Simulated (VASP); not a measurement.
# PbF2 (I4_1/amd) in VASP: a series of runs, part 2 of 2

VASP 6.6.1. The steps go on from the part before.

**3. Single point, PBE (23.53 Å³/atom)**

This run uses another cell than the first one, of 23.53 Å³/atom.

File INCAR:

```
SYSTEM = PbF2
PREC = Accurate ; ENCUT = 520
EDIFF = 1E-6 ; ISMEAR = 0
SIGMA = 0.01 ; LREAL = .FALSE.
LASPH = .TRUE. ; NELM = 100
ALGO = Normal ; ISIF = 2
LWAVE = .FALSE. ; LCHARG = .FALSE.
GGA = PE ; NBANDS = 37
```

File KPOINTS:

```
Automatic mesh
0
G
  6 6 6
  0 0 0
```

File POSCAR:

```
PbF2
1.0
   -2.3379116626      2.3379116626      6.4563010423
    2.3379116626     -2.3379116626      6.4563010423
    2.3379116626      2.3379116626     -6.4563010423
Pb F
2 4
Direct
    0.7500000000      0.2500000000      0.5000000000
    0.0000000000      0.0000000000      0.0000000000
    0.5548279960      0.0548279960      0.5000000000
    0.8048279960      0.8048279960      0.0000000000
    0.1951720040      0.1951720040      0.0000000000
    0.9451720040      0.4451720040      0.5000000000
```

Potentials or basis: VASP PAW PBE potentials, release 64 (Pb_d, F).

On the command line:

```sh
$ cat potpaw_PBE.64/Pb_d/POTCAR potpaw_PBE.64/F/POTCAR > POTCAR
$ mpirun -np 1 vasp_std > vasp.out
```

OUTCAR:

```text
SYSTEM = PbF2
   PREC = Accurate
   ENCUT = 520
   EDIFF = 1E-6
   ISMEAR = 0
   LREAL = .FALSE.
   LASPH = .TRUE.
   NELM = 100
   ISIF = 2
   GGA = PE

 ion  position               nearest neighbor table
   1  0.750  0.250  0.500-   4 2.44   5 2.44   4 2.44   5 2.44   3 2.52   6 2.52   2 3.99   2 3.99
                             2 3.99   2 3.99
   2  0.000  0.000  0.000-   3 2.44   6 2.44   3 2.44   6 2.44   5 2.52   4 2.52   1 3.99   1 3.99
                             1 3.99   1 3.99
   3  0.555  0.055  0.500-   2 2.44   2 2.44   1 2.52
   4  0.805  0.805  0.000-   1 2.44   1 2.44   2 2.52
   5  0.195  0.195  0.000-   1 2.44   1 2.44   2 2.52
   6  0.945  0.445  0.500-   2 2.44   2 2.44   1 2.52

  LATTYP: Found a body centered tetragonal cell.
 ALAT       =     4.6758233252
 C/A-ratio  =     2.7615675757

  Lattice vectors:

 A1 = (  -2.3379116626,   2.3379116626,   6.4563010423)
 A2 = (   2.3379116626,  -2.3379116626,   6.4563010423)
 A3 = (   2.3379116626,   2.3379116626,  -6.4563010423)

Analysis of symmetry for initial positions (statically):
=====================================================================
 Subroutine PRICEL returns:
 Original cell was already a primitive cell.

 Routine SETGRP: Setting up the symmetry group for a
 body centered tetragonal supercell.

 Subroutine GETGRP returns: Found 16 space group operations
 (whereof  8 operations were pure point group operations)
 out of a pool of 16 trial point group operations.

The static configuration has the point symmetry D_2d.
 The point group associated with its full space group is D_4h.

Analysis of symmetry for dynamics (positions and initial velocities):
=====================================================================
 Subroutine PRICEL returns:
 Original cell was already a primitive cell.

 Routine SETGRP: Setting up the symmetry group for a
 body centered tetragonal supercell.

 Subroutine GETGRP returns: Found 16 space group operations
 (whereof  8 operations were pure point group operations)
 out of a pool of 16 trial point group operations.

The dynamic configuration has the point symmetry D_2d.
 The point group associated with its full space group is D_4h.

 Subroutine INISYM returns: Found 16 space group operations
 (whereof  8 operations are pure point group operations),
 and found     1 'primitive' translations

----------------------------------------------------------------------------------------

                                     Primitive cell

  volume of cell :     141.1562

  direct lattice vectors                    reciprocal lattice vectors
    -2.337911663  2.337911663  6.456301042     0.000000000  0.213866079  0.077443725
     2.337911663 -2.337911663  6.456301042     0.213866079  0.000000000  0.077443725
     2.337911663  2.337911663 -6.456301042     0.213866079  0.213866079  0.000000000

  length of vectors
     7.253653220  7.253653220  7.253653220     0.227455996  0.227455996  0.302452309

  position of ions in fractional coordinates (direct lattice)
     0.750000000  0.250000000  0.500000000
     0.000000000  0.000000000  0.000000000
     0.554827996  0.054827996  0.500000000
     0.804827996  0.804827996  0.000000000
     0.195172004  0.195172004  0.000000000
     0.945172004  0.445172004  0.500000000

[... 39 lines left out ...]
  0.333333  0.000000 -0.000000      8.000000
  0.500000  0.000000 -0.000000      4.000000
  0.166667  0.166667 -0.000000      8.000000
  0.333333  0.166667 -0.000000     16.000000
[... 16 lines left out ...]
 -0.333333 -0.333333  0.166667      8.000000
 -0.166667 -0.333333  0.166667      8.000000
 [... further k-points ...]
   k-points           NKPTS =     30   k-points in BZ     NKDIM =     30   number of bands    NBANDS=     37
   number of dos      NEDOS =    301   number of ions     NIONS =      6
   total plane-waves  NPLWV = 157464
   dimension x,y,z NGX =    54 NGY =   54 NGZ =   54
   dimension x,y,z NGXF=   108 NGYF=  108 NGZF=  108
   ions per type =               2   4
   NGX,Y,Z   is equivalent  to a cutoff of  12.38, 12.38, 12.38 a.u.
   NGXF,Y,Z  is equivalent  to a cutoff of  24.75, 24.75, 24.75 a.u.
 SYSTEM =  PbF2
   PREC   = accura    normal or accurate (medium, high low for compatibility)
   ISTART =      0    job   : 0-new  1-cont  2-samecut
   ICHARG =      2    charge: 1-file 2-atom 10-const
   ISPIN  =      1    spin polarized calculation?
   LNONCOLLINEAR =      F non collinear calculations
   LSORBIT =      F    spin-orbit coupling
   LASPH  =      T    aspherical Exc in radial PAW
   ENCUT  =  520.0 eV  38.22 Ry    6.18 a.u.  13.49 13.49 13.49*2*pi/ulx,y,z
   NELM   =    100;   NELMIN=  2; NELMDL= -5     # of ELM steps
   EDIFF  = 0.1E-05   stopping-criterion for ELM
   LREAL  =      F    real-space projection
   EDIFFG = 0.1E-04   stopping-criterion for IOM
   NSW    =      0    number of steps for IOM
   IBRION =     -1    ionic relax: 0-MD 1-quasi-New 2-CG
   NFREE  =      0    steps in history (QN), initial steepest desc. (CG)
   ISIF   =      2    stress and relaxation
   ISYM   =      2    0-nonsym 1-usesym 2-fastsym
   POTIM  = 0.5000    time-step for ionic-motion
   TEBEG  =    0.0;   TEEND  =   0.0 temperature during run
   PSTRESS=    0.0 pullay stress
   NELECT =      56.0000    total number of electrons
   NUPDOWN=      -1.0000    fix difference up-down
   EMIN   =  10.00;   EMAX   =-10.00  energy-range for DOS
   EFERMI =   0.00;   METHOD = LEGACY
   ISMEAR =     0;   SIGMA  =   0.01  broadening in eV -4-tet -1-fermi 0-gaus
   EFERMI_NEDOS =   21; number of points for ismear=-14 and -15
   IALGO  =     38    algorithm
   IMIX   =      4    mixing-type and parameters
     AMIX     =   0.40;   BMIX     =  1.00
     AMIX_MAG =   1.60;   BMIX_MAG =  1.00
  volume/ion in A,a.u.               =      23.53       158.76
  Fermi-wavevector in a.u.,A,eV,Ry     =   1.202922  2.273193 19.687925  1.447022
  Thomas-Fermi vector in A             =   2.338690
   LORBIT       =      0    0 simple, 1 ext, 2 COOP (PROOUT), +10 PAW based schemes
   GGA     = PE    functional components
   LHFCALC =     F    Hartree Fock is set to
   AEXX    =    0.0000 exact exchange contribution
   IVDW    =     0    specifies the selected vdW correction
   LEPSILON=     F    determine dielectric tensor
   LRPA    =     F    only Hartree local field effects (RPA)
 non-spin polarized calculation
 Gauss-broadening in eV      SIGMA  =   0.01
  energy-cutoff  :      520.00
  volume of cell :      141.16
 maximum number of plane-waves:      3832
 NGX is ok and might be reduce to    54
   NGX = 27   NGY = 27   NGZ = 27

 number of electron      56.0000002 magnetization

 Free energy of the ion-electron system (eV)
  ---------------------------------------------------
  ext. energy  EPLUGINS =         0.00000000
  ---------------------------------------------------
  free energy    TOTEN  =       -28.33425485 eV

  energy without entropy =      -28.33425485  energy(sigma->0) =      -28.33425485

 E-fermi :   0.1831     XC(G=0):  -7.6923

 val. band max:        0.1234899826   @ k =   0.5000   0.5000  -0.0000
 cond. band min:       4.1944272073   @ k =   0.5000   0.0000  -0.0000
 fundamental gap:      4.0709372247
 Fermi energy:         0.1830970969

 k-point     1 :       0.0000    0.0000    0.0000
  band No.  band energies     occupation
      1     -21.3180      2.00000
      2     -21.2218      2.00000
      3     -21.1019      2.00000
      4     -21.0499      2.00000
      5     -14.8849      2.00000
      6     -14.8849      2.00000
[... 949 lines left out ...]
     36       9.8449      0.00000
     37      10.9545      0.00000

 [... further k-points ...]

------------------------ aborting loop because EDIFF is reached ----------------------------------------

  FORCE on cell =-STRESS in cart. coord.  units (eV):
  Direction    XX          YY          ZZ          XY          YZ          ZX
  --------------------------------------------------------------------------------------
  -------------------------------------------------------------------------------------
  Total        1.1255311      1.1255311      1.3514698      0.0000000      0.0000000      0.0000000
  in kB       12.7752125     12.7752125     15.3397039      0.0000000      0.0000000      0.0000000
  external PRESSURE =      13.6300429 kB  Pullay stress =       0.0000000 kB

 VOLUME and BASIS-vectors are now :
 -----------------------------------------------------------------------------
  energy-cutoff  :      520.00
  volume of cell :      141.16
      direct lattice vectors                 reciprocal lattice vectors
    -2.337911663  2.337911663  6.456301042     0.000000000  0.213866079  0.077443725
     2.337911663 -2.337911663  6.456301042     0.213866079  0.000000000  0.077443725
     2.337911663  2.337911663 -6.456301042     0.213866079  0.213866079  0.000000000

 POSITION                                       TOTAL-FORCE (eV/Angst)
 -----------------------------------------------------------------------------------
      0.00000      2.33791      3.22815         0.000000      0.000000      0.000000
      0.00000      0.00000      0.00000         0.000000      0.000000      0.000000
      0.00000      2.33791      0.70797         0.000000      0.000000     -0.036020
      0.00000      0.00000     10.39242        -0.000000     -0.000000     -0.036020
      0.00000      0.00000      2.52018        -0.000000     -0.000000      0.036020
      0.00000      2.33791      5.74833         0.000000      0.000000      0.036020
 -----------------------------------------------------------------------------------
    total drift:                               -0.000000     -0.000000      0.000000

  FREE ENERGIE OF THE ION-ELECTRON SYSTEM (eV)
  ---------------------------------------------------
  free  energy   TOTEN  =       -28.3342548477 eV

  energy  without entropy=      -28.3342548477  energy(sigma->0) =      -28.33425485
```

OSZICAR:

```text
N       E                     dE             d eps       ncg     rms          rms(c)
DAV:   1     0.722062570286E+03    0.72206E+03   -0.27445E+04  2220   0.161E+03
DAV:   2     0.755271425631E+02   -0.64654E+03   -0.61322E+03  2356   0.462E+02
DAV:   3    -0.276884470129E+02   -0.10322E+03   -0.10102E+03  2743   0.207E+02
DAV:   4    -0.324008777318E+02   -0.47124E+01   -0.46952E+01  2653   0.498E+01
DAV:   5    -0.325610828759E+02   -0.16021E+00   -0.16019E+00  2764   0.917E+00    0.116E+01
DAV:   6    -0.283578683396E+02    0.42032E+01   -0.15173E+01  3179   0.273E+01    0.397E+00
DAV:   7    -0.283564854123E+02    0.13829E-02   -0.11315E+00  2302   0.502E+00    0.236E+00
DAV:   8    -0.283368270209E+02    0.19658E-01   -0.24007E-01  2250   0.425E+00    0.687E-01
DAV:   9    -0.283318944532E+02    0.49326E-02   -0.31123E-02  3362   0.123E+00    0.158E-01
DAV:  10    -0.283342253370E+02   -0.23309E-02   -0.26796E-03  2417   0.378E-01    0.377E-02
DAV:  11    -0.283342474077E+02   -0.22071E-04   -0.17275E-04  2679   0.972E-02    0.136E-02
DAV:  12    -0.283342549635E+02   -0.75558E-05   -0.24842E-05  2355   0.411E-02    0.213E-03
DAV:  13    -0.283342548477E+02    0.11581E-06   -0.20113E-06  2284   0.933E-03
   1 F= -.28334255E+02 E0= -.28334255E+02  d E =-.104231E-18
```

stdout:

```text
POSCAR found type information on POSCAR PbF
 POSCAR found :  2 types and       6 ions
 scaLAPACK will be used
 LDA part: xc-table for (Slater+PW92), standard interpolation
 POSCAR, INCAR and KPOINTS ok, starting setup
 FFT: planning ... GRIDC
 FFT: planning ... GRID_SOFT
 FFT: planning ... GRID
 WAVECAR not read
 entering main loop
```

Run time: 6.5 min. Hardware: 1 thread of Oxide Virtual Turin-like, shared host; peak memory 0.42 GiB.

What came out:

| Quantity | Value |
| --- | --- |
| Free energy | -28.3343 eV |
| Pressure | 1.4 GPa |
| Largest force | 0.036 eV/Å |
| Band gap on the k mesh | 4.07 eV (least direct gap 4.28 eV) |

Forces on the atoms (eV/Å):
```
Pb   0.000  0.000  0.000
Pb   0.000  0.000  0.000
F    0.000  0.000 -0.036
F    0.000  0.000 -0.036
F    0.000  0.000  0.036
F    0.000  0.000  0.036
```

Caveat: spin-orbit coupling is left out, which moves the levels of the heavy elements. A k mesh can miss the band edges.

**4. Single point, PBE**

This run uses another cell than the first one, of 24.25 Å³/atom.

File INCAR:

```
SYSTEM = PbF2
PREC = Accurate ; ENCUT = 520
EDIFF = 1E-6 ; ISMEAR = 0
SIGMA = 0.01 ; LREAL = .False.
LASPH = .True. ; NELM = 60
ALGO = Normal ; ISIF = 2
LWAVE = .False. ; LCHARG = .False.
GGA = PE ; NBANDS = 37
```

File KPOINTS:

```
regular mesh
0
Gamma
  6 6 6
  0 0 0
```

POSCAR: that of step 3 with these lines changed.

```diff
@@ -2,5 +2,5 @@
 1.0
-   -2.3379116626      2.3379116626      6.4563010423
-    2.3379116626     -2.3379116626      6.4563010423
-    2.3379116626      2.3379116626     -6.4563010423
+   -2.3617695519      2.3617695519      6.5221862156
+    2.3617695519     -2.3617695519      6.5221862156
+    2.3617695519      2.3617695519     -6.5221862156
 Pb F
```

On the command line:

```sh
$ cat potpaw_PBE.64/Pb_d/POTCAR potpaw_PBE.64/F/POTCAR > POTCAR
$ mpirun -np 1 vasp_std > vasp.out
```

Wall time 5.7 min (1 thread of Oxide Virtual Turin-like, shared host); peak memory 0.41 GiB.

Results (log left out):

| Property | Result |
| --- | --- |
| Free energy | -28.3562 eV |
| Pressure | -0.2 GPa |
| Band gap on the k mesh | 4.12 eV (least direct gap 4.31 eV) |

Levels at points of the mesh, in eV from the valence-band top:
```
           k point  band 24  band 25  band 26  band 27  band 28  band 29  band 30  band 31  band 32  band 33
(0.00, 0.00, 0.00)    -2.23    -2.23    -2.07    -2.07    -0.61     5.03     6.22     6.63     6.63     6.89
(0.50, 0.00, 0.00)    -2.17    -2.16    -2.11    -1.18    -0.34     4.12     4.52     6.31     6.43     6.61
(0.50, 0.50, 0.00)    -2.32    -2.04    -2.04     0.00     0.00     4.31     4.31     4.76     4.76     6.89
(0.50, 0.50, 0.50)    -2.29    -2.05    -2.05    -1.36    -1.36     5.03     5.03     6.70     6.70     7.00
```

Caveat: spin-orbit coupling is left out, which moves the levels of the heavy elements.

**5. Single point, PBE (24.98 Å³/atom)**

This run uses another cell than the first one, of 24.98 Å³/atom.

File INCAR:

```
SYSTEM = PbF2
  PREC = Accurate
  ENCUT = 520
  EDIFF = 1E-6
  ISMEAR = 0
  SIGMA = 0.01
  LREAL = .False.
  LASPH = .True.
  NELM = 80
  ALGO = Normal
  ISIF = 2
  LWAVE = .False.
  LCHARG = .True.
  GGA = PE
  LELF = .True.
  LVHAR = .True.
  NBANDS = 37
```

KPOINTS is that of step 4.

POSCAR: that of step 4 with these lines changed.

```diff
@@ -2,5 +2,5 @@
 1.0
-   -2.3617695519      2.3617695519      6.5221862156
-    2.3617695519     -2.3617695519      6.5221862156
-    2.3617695519      2.3617695519     -6.5221862156
+   -2.3851549297      2.3851549297      6.5867665168
+    2.3851549297     -2.3851549297      6.5867665168
+    2.3851549297      2.3851549297     -6.5867665168
 Pb F
```

On the command line:

```sh
$ cat potpaw_PBE.64/Pb_d/POTCAR potpaw_PBE.64/F/POTCAR > POTCAR
$ mpirun -np 1 vasp_std > vasp.out
```

Wall time 5 min (1 thread of Oxide Virtual Turin-like, shared host); peak memory 0.45 GiB.

The run converged. Its results:

```yaml
Free_energy: -28.3395 eV
Pressure: -1.5 GPa
Largest_force: 0.029 eV/Å
Band_gap_on_the_k_mesh: 4.16 eV (least direct gap 4.33 eV)
```

Forces on the atoms (eV/Å):
```
Pb   0.000  0.000  0.000
Pb   0.000  0.000  0.000
F    0.000  0.000  0.029
F    0.000  0.000  0.029
F    0.000  0.000 -0.029
F    0.000  0.000 -0.029
```

Stress tensor (GPa, compression positive):
```
-1.41  0.00  0.00
 0.00 -1.41  0.00
 0.00  0.00 -1.54
```

Levels at points of the mesh, in eV from the valence-band top:
| k point | band 24 | band 25 | band 26 | band 27 | band 28 | band 29 | band 30 | band 31 | band 32 | band 33 |
| --- | --- | --- | --- | --- | --- | --- | --- | --- | --- | --- |
| (0.00, 0.00, 0.00) | -2.03 | -2.03 | -1.88 | -1.88 | -0.57 | 5.03 | 6.19 | 6.57 | 6.57 | 6.94 |
| (0.50, 0.00, 0.00) | -1.98 | -1.98 | -1.92 | -1.11 | -0.32 | 4.16 | 4.54 | 6.29 | 6.37 | 6.56 |
| (0.50, 0.50, 0.00) | -2.13 | -1.85 | -1.85 | 0.00 | 0.00 | 4.33 | 4.33 | 4.77 | 4.77 | 6.82 |
| (0.50, 0.50, 0.50) | -2.10 | -1.86 | -1.86 | -1.26 | -1.26 | 5.06 | 5.06 | 6.64 | 6.64 | 6.93 |

Caveat: spin-orbit coupling is left out, which moves the levels of the heavy elements. A k mesh can miss the band edges.

**6. Single point, PBE (25.71 Å³/atom)**

This run uses another cell than the first one, of 25.71 Å³/atom.

File INCAR:

```
SYSTEM = PbF2
PREC = Accurate ; ENCUT = 520
EDIFF = 1E-7 ; ISMEAR = 0
SIGMA = 0.01 ; LREAL = .False.
LASPH = .True. ; NELM = 100
ALGO = Normal ; ISIF = 2
LWAVE = .False. ; LCHARG = .True.
GGA = PE ; LELF = .True.
LVHAR = .True. ; NBANDS = 37
```

File KPOINTS:

```
Automatic mesh
0
Gamma
  6 6 6
  0 0 0
```

POSCAR: that of step 5 with these lines changed.

```diff
@@ -2,5 +2,5 @@
 1.0
-   -2.3851549297      2.3851549297      6.5867665168
-    2.3851549297     -2.3851549297      6.5867665168
-    2.3851549297      2.3851549297     -6.5867665168
+   -2.4080905187      2.4080905187      6.6501046957
+    2.4080905187     -2.4080905187      6.6501046957
+    2.4080905187      2.4080905187     -6.6501046957
 Pb F
```

Potentials or basis: VASP PAW PBE potentials, release 64 (Pb_d, F).

On the command line:

```sh
$ cat potpaw_PBE.64/Pb_d/POTCAR potpaw_PBE.64/F/POTCAR > POTCAR
$ mpirun -np 1 vasp_std > vasp.out
```

It took 5.3 min on 1 thread of Oxide Virtual Turin-like, shared host; peak memory 0.42 GiB.

Results (log left out):

| Property | Result |
| --- | --- |
| Free energy | -28.2904 eV |
| Pressure | -2.5 GPa |
| Largest force | 0.057 eV/Å |
| Band gap on the k mesh | 4.19 eV (least direct gap 4.34 eV) |

Forces in eV/Å, atoms in the order of the input:
```
Pb   0.000  0.000  0.000
Pb   0.000  0.000  0.000
F    0.000  0.000  0.057
F    0.000  0.000  0.057
F    0.000  0.000 -0.057
F    0.000  0.000 -0.057
```

Stress tensor (GPa, compression positive):
```
-2.44  0.00  0.00
 0.00 -2.44  0.00
 0.00  0.00 -2.72
```

Levels at points of the mesh, in eV from the valence-band top:
```csv
k point,band 24,band 25,band 26,band 27,band 28,band 29,band 30,band 31,band 32,band 33
"(0.00, 0.00, 0.00)",-1.85,-1.85,-1.70,-1.70,-0.53,5.02,6.15,6.52,6.52,6.86
"(0.50, 0.00, 0.00)",-1.80,-1.80,-1.74,-1.05,-0.30,4.19,4.54,6.26,6.30,6.51
"(0.50, 0.50, 0.00)",-1.96,-1.68,-1.68,0.00,0.00,4.34,4.34,4.77,4.77,6.75
"(0.50, 0.50, 0.50)",-1.91,-1.69,-1.69,-1.17,-1.17,5.07,5.07,6.58,6.58,6.85
```

Caveat: spin-orbit coupling is left out, which moves the levels of the heavy elements.

**7. Overview**

```csv
cell,gap on the mesh (eV),pressure (GPa),largest force (eV/Å)
"a = 7.178 Å, angles 142.4, 142.4, 54.2°, 6 atoms",4.01,3.2,0.08
"a = 7.254 Å, angles 142.4, 142.4, 54.2°, 6 atoms",4.07,1.4,0.04
"a = 7.328 Å, angles 142.4, 142.4, 54.2°, 6 atoms",4.12,-0.2,-
"a = 7.400 Å, angles 142.4, 142.4, 54.2°, 6 atoms",4.16,-1.5,0.03
"a = 7.471 Å, angles 142.4, 142.4, 54.2°, 6 atoms",4.19,-2.5,0.06
```

Alike in all rows: task single point; level PBE; potentials or basis VASP PAW PBE potentials, release 64 (Pb_d, F); no spin polarisation; k mesh 6 × 6 × 6; cutoff (eV) 520; smearing gaussian 0.01 eV.

Caveats: spin-orbit coupling is left out, which moves the levels of the heavy elements; the cell stands under pressure (at least some runs).

Total energies depend on the potentials used, so only differences within one code and one set of settings carry meaning.
